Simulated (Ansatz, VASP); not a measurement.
**K3LuN2: VASP beside Ansatz**

```
K Lu N
1.0
    -3.81966    3.81966    4.34702
     3.81966   -3.81966    4.34702
     3.81966    3.81966   -4.34702
K Lu N
3 1 2
Direct
  0.00000 0.50000 0.50000
  0.50000 0.00000 0.50000
  0.50000 0.50000 0.00000
  0.00000 0.00000 0.00000
  0.78154 0.78154 0.00000
  0.21846 0.21846 0.00000
```

Alike in both runs: functional PBE; k mesh 8 × 8 × 8; occupations gaussian, width 0.1 eV; no spin polarisation.

Ansatz relaxed the structure, and its values are those at the end. VASP's run is a single point on that final structure, the one shown.

|  | VASP | Ansatz |
| --- | --- | --- |
| version | VASP 6.6.1 | Ansatz 0.2.0 |
| potentials or method | VASP PAW PBE potentials, release 64 (K_sv, Lu, N), cutoff 520 eV | scalar-relativistic, plane waves, PAW |
| valence electrons in the cell | 62 | 62 |

|  | VASP | Ansatz | Ansatz less VASP |
| --- | --- | --- | --- |
| gap on the k mesh at the Fermi level (eV) | none | none | - |
| pressure (GPa) | 0.3 | 0.0 | -0.27 |
| rms of the force components (eV/Å) | 0.100 | 0.001 | -0.0993 |

A gap of «none» marks a metal or a gap that the smearing closes.

Neither program's run includes spin-orbit coupling.
